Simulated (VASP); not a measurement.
CoH3, 8 atoms in the cell. It takes space group Pm-3m (No. 221, cubic). The conventional cell has a = 2.613 Å, b = 2.613 Å, c = 2.613 Å, α = 90.00°, β = 90.00°, γ = 90.00°. Within 2.5 Å of Co (site symmetry m-3m) lie 12 H at 1.85 Å. Within 2.5 Å of H (site symmetry 4/mmm) lie 8 H at 1.85 Å and 4 Co at 1.85 Å. Within 2.5 Å of H (site symmetry 4/mmm) lie 4 Co at 1.85 Å and 8 H at 1.85 Å. 

| Property | Result |
| --- | --- |
| Program | VASP 6.6.1 |
| Task | single point |
| Functional | PBE |
| Potentials or basis | VASP PAW PBE potentials, release 64 (Co, H) |
| Cutoff | 520 eV |
| k mesh | 8 × 8 × 4 |
| Occupations | gaussian, width 0.2 eV |
| Spin | no spin polarisation |
| Dipole correction | no |
| Further INCAR settings | ALGO = Normal; EDIFF = 1e-06; NBANDS = 22 |

Potentials or basis: VASP PAW PBE potentials, release 64 (Co, H).

Launch:

```sh
$ cat potpaw_PBE.64/Co/POTCAR potpaw_PBE.64/H/POTCAR > POTCAR
$ mpirun -np 1 vasp_std > vasp.out
```

Hardware: 1 thread of Intel(R) Xeon(R) Platinum 8488C (Sapphire Rapids) (shared host).

**Question.** Estimate the wall time of this run.

**Answer.** Wall time 20 s on 1 thread of Intel(R) Xeon(R) Platinum 8488C (Sapphire Rapids) (shared host), peak memory 0.16 GiB. Counts: scf iterations 13, k points 45.
